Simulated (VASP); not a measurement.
# BP (Pm-3m) in VASP: notebook, part 2 of 2

VASP 6.6.1. The steps go on from the part before.

## (5) Single point, r2SCAN

POSCAR

```
BP
1.0
    2.7080526412      0.0000000000      0.0000000000
    0.0000000000      2.7080526412      0.0000000000
    0.0000000000      0.0000000000      2.7080526412
B P
1 1
Direct
    0.0000000000      0.0000000000      0.0000000000
    0.5000000000      0.5000000000      0.5000000000
```

INCAR.step1

```
PREC = Accurate
ENCUT = 520
ISMEAR = -1
SIGMA = 0.02
LREAL = F
LASPH = T
NELM = 80
NBANDS = 11
GGA = PE
ALGO = Normal
EDIFF = 1E-4
LWAVE = T
LCHARG = F
```

INCAR.step2

```
PREC = Accurate
ENCUT = 520
EDIFF = 1E-6
ISMEAR = -1
SIGMA = 0.02
LREAL = F
LASPH = T
NELM = 80
ALGO = Normal
ISIF = 2
LWAVE = F
LCHARG = F
METAGGA = R2SCAN
LMIXTAU = T
NBANDS = 11
ISTART = 1
```

KPOINTS

```
regular mesh
0
Gamma
  8 8 8
```

Potentials or basis: VASP PAW PBE potentials, release 64 (B, P).

Run with:

```bash
$ cat potpaw_PBE.64/B/POTCAR potpaw_PBE.64/P/POTCAR > POTCAR
$ cp INCAR.step1 INCAR
$ mpirun -np 1 vasp_std > vasp.out
$ cp INCAR.step2 INCAR
$ mpirun -np 1 vasp_std > vasp.out
```

OUTCAR:

```text
PREC = Accurate
   ENCUT = 520
   EDIFF = 1E-6
   ISMEAR = -1
   LREAL = F
   LASPH = T
   NELM = 80
   ISIF = 2
   METAGGA = R2SCAN
   ISTART = 1

 ion  position               nearest neighbor table
   1  0.000  0.000  0.000-   2 2.35   2 2.35   2 2.35   2 2.35   2 2.35   2 2.35   2 2.35   2 2.35

   2  0.500  0.500  0.500-   1 2.35   1 2.35   1 2.35   1 2.35   1 2.35   1 2.35   1 2.35   1 2.35

  LATTYP: Found a simple cubic cell.
 ALAT       =     2.7080526412

  Lattice vectors:

 A1 = (   2.7080526412,   0.0000000000,   0.0000000000)
 A2 = (   0.0000000000,   2.7080526412,   0.0000000000)
 A3 = (   0.0000000000,   0.0000000000,   2.7080526412)

Analysis of symmetry for initial positions (statically):
=====================================================================
 Subroutine PRICEL returns:
 Original cell was already a primitive cell.

 Routine SETGRP: Setting up the symmetry group for a
 simple cubic supercell.

 Subroutine GETGRP returns: Found 48 space group operations
 (whereof 48 operations were pure point group operations)
 out of a pool of 48 trial point group operations.

The static configuration has the point symmetry O_h .

Analysis of symmetry for dynamics (positions and initial velocities):
=====================================================================
 Subroutine PRICEL returns:
 Original cell was already a primitive cell.

 Routine SETGRP: Setting up the symmetry group for a
 simple cubic supercell.

 Subroutine GETGRP returns: Found 48 space group operations
 (whereof 48 operations were pure point group operations)
 out of a pool of 48 trial point group operations.

The dynamic configuration has the point symmetry O_h .

 Subroutine INISYM returns: Found 48 space group operations
 (whereof 48 operations are pure point group operations),
 and found     1 'primitive' translations

----------------------------------------------------------------------------------------

                                     Primitive cell

[... 112 lines left out ...]
  Fermi-wavevector in a.u.,A,eV,Ry     =   1.209060  2.284791 19.889340  1.461825
  Thomas-Fermi vector in A             =   2.344649
   LORBIT       =      0    0 simple, 1 ext, 2 COOP (PROOUT), +10 PAW based schemes
   METAGGA = R2SCAN    functional components
   LHFCALC =     F    Hartree Fock is set to
   AEXX    =    0.0000 exact exchange contribution
   IVDW    =     0    specifies the selected vdW correction
   LEPSILON=     F    determine dielectric tensor
   LRPA    =     F    only Hartree local field effects (RPA)
 non-spin polarized calculation
  energy-cutoff  :      520.00
  volume of cell :       19.86
 maximum number of plane-waves:       554
   NGX = 11   NGY = 11   NGZ = 11

 number of electron       7.9999998 magnetization

 Free energy of the ion-electron system (eV)
  ---------------------------------------------------
  ext. energy  EPLUGINS =         0.00000000
  ---------------------------------------------------
  free energy    TOTEN  =       -13.02955671 eV

  energy without entropy =      -13.02688923  energy(sigma->0) =      -13.02822297

 E-fermi :  10.2803     XC(G=0): -13.0667

 val. band max:       10.2366981362   @ k =   0.3750   0.2500   0.1250
 cond. band min:      10.2949947306   @ k =   0.3750   0.2500   0.0000
 fundamental gap:      0.0582965944
 Fermi energy:        10.2803485800

 k-point     1 :       0.0000    0.0000    0.0000
  band No.  band energies     occupation
      1      -8.0926      2.00000
      2       9.0703      2.00000
      3       9.0703      2.00000
      4       9.0703      2.00000
      5      12.7815      0.00000
      6      14.8634      0.00000
      7      14.8634      0.00000
      8      22.0916      0.00000
      9      22.0916      0.00000
     10      22.0916      0.00000
     11      29.2321      0.00000
[... 309 lines left out ...]
 k-point    24 :       0.5000    0.3750    0.1250
  band No.  band energies     occupation
      1      -0.9672      2.00000
      2       0.6711      2.00000
      3       4.1322      2.00000
      4       5.6575      2.00000
      5      13.2237      0.00000
      6      13.6863      0.00000
      7      17.6107      0.00000
      8      17.6571      0.00000
      9      24.4675      0.00000
     10      25.4090      0.00000
     11      26.9266      0.00000

 [... further k-points ...]
[... 5 lines left out ...]
  --------------------------------------------------------------------------------------
  -------------------------------------------------------------------------------------
  Total       -0.0191914     -0.0191914     -0.0191914      0.0000000      0.0000000     -0.0000000
  in kB       -1.5482646     -1.5482646     -1.5482646      0.0000000      0.0000000     -0.0000000
  external PRESSURE =      -1.5482646 kB  Pullay stress =       0.0000000 kB

 VOLUME and BASIS-vectors are now :
 -----------------------------------------------------------------------------
  energy-cutoff  :      520.00
  volume of cell :       19.86
      direct lattice vectors                 reciprocal lattice vectors
     2.708052641  0.000000000  0.000000000     0.369269040  0.000000000  0.000000000
     0.000000000  2.708052641  0.000000000     0.000000000  0.369269040  0.000000000
     0.000000000  0.000000000  2.708052641     0.000000000  0.000000000  0.369269040

 POSITION                                       TOTAL-FORCE (eV/Angst)
 -----------------------------------------------------------------------------------
      0.00000      0.00000      0.00000         0.000000      0.000000      0.000000
      1.35403      1.35403      1.35403         0.000000      0.000000      0.000000
 -----------------------------------------------------------------------------------
    total drift:                                0.000000      0.000000     -0.000000

  FREE ENERGIE OF THE ION-ELECTRON SYSTEM (eV)
  ---------------------------------------------------
  free  energy   TOTEN  =       -13.0295567105 eV

  energy  without entropy=      -13.0268892323  energy(sigma->0) =      -13.02822297
```

OUTCAR.step1:

```text
PREC = Accurate
   ENCUT = 520
   ISMEAR = -1
   LREAL = F
   LASPH = T
   NELM = 80
[... 555 lines left out ...]
 -----------------------------------------------------------------------------------
      0.00000      0.00000      0.00000         0.000000      0.000000      0.000000
      1.35403      1.35403      1.35403         0.000000      0.000000      0.000000
 -----------------------------------------------------------------------------------
    total drift:                                0.000000      0.000000     -0.000000

  FREE ENERGIE OF THE ION-ELECTRON SYSTEM (eV)
  ---------------------------------------------------
  free  energy   TOTEN  =        -9.2283709447 eV

  energy  without entropy=       -9.2260520310  energy(sigma->0) =       -9.22721149
```

OSZICAR.step1:

```text
N       E                     dE             d eps       ncg     rms          rms(c)
DAV:   1     0.918241928515E+01    0.91824E+01   -0.40193E+03   770   0.667E+02
DAV:   2    -0.881498369019E+01   -0.17997E+02   -0.17153E+02  1047   0.102E+02
DAV:   3    -0.931205856162E+01   -0.49707E+00   -0.49334E+00   980   0.135E+01
DAV:   4    -0.931347866385E+01   -0.14201E-02   -0.14199E-02   904   0.822E-01
DAV:   5    -0.931348201659E+01   -0.33527E-05   -0.33521E-05   910   0.427E-02    0.600E+00
DAV:   6    -0.923256602930E+01    0.80916E-01   -0.25214E-01   863   0.190E+00    0.342E+00
DAV:   7    -0.922879116267E+01    0.37749E-02   -0.39166E-02   884   0.941E-01    0.115E+00
DAV:   8    -0.922837064939E+01    0.42051E-03   -0.29282E-03   854   0.301E-01    0.958E-02
DAV:   9    -0.922837094474E+01   -0.29535E-06   -0.11411E-04   547   0.574E-02
   1 F= -.92283709E+01 E0= -.92272115E+01  d E =-.231891E-02
```

Run time: 35 s. Hardware: 1 thread of AMD EPYC 7R13, shared host; peak memory 0.09 GiB.

Results:

```yaml
Free_energy: -13.0296 eV
Pressure: -0.2 GPa
Band_gap_on_the_k_mesh: zero (band 4 reaches 13.40 eV, above the bottom of band 5 at 6.95 eV)
```

Caveat: the PAW data sets were made with another functional, which shifts forces and pressure a little.

## (6) Overview

```tsv
level	potentials or basis	k mesh	gap on the mesh (eV)	pressure (GPa)
LDA	VASP PAW LDA potentials, release 64 (B, P)	6 × 6 × 6	none	-1.5
r2SCAN	VASP PAW PBE potentials, release 64 (B, P)	4 × 4 × 4	none	-3.3
PBE	VASP PAW PBE potentials, release 64 (B, P)	8 × 8 × 8	none	0.3
r2SCAN	VASP PAW PBE potentials, release 64 (B, P)	8 × 8 × 8	none	-0.2
```

Alike in all rows: task single point; no spin polarisation; cell as given; cutoff (eV) 520; smearing fermi-dirac 0.02 eV.

Caveats: some runs use coarse meshes; the PAW data sets were made with another functional, which shifts forces and pressure a little (some runs).

Absolute energies hang on the potentials; compare differences alone.
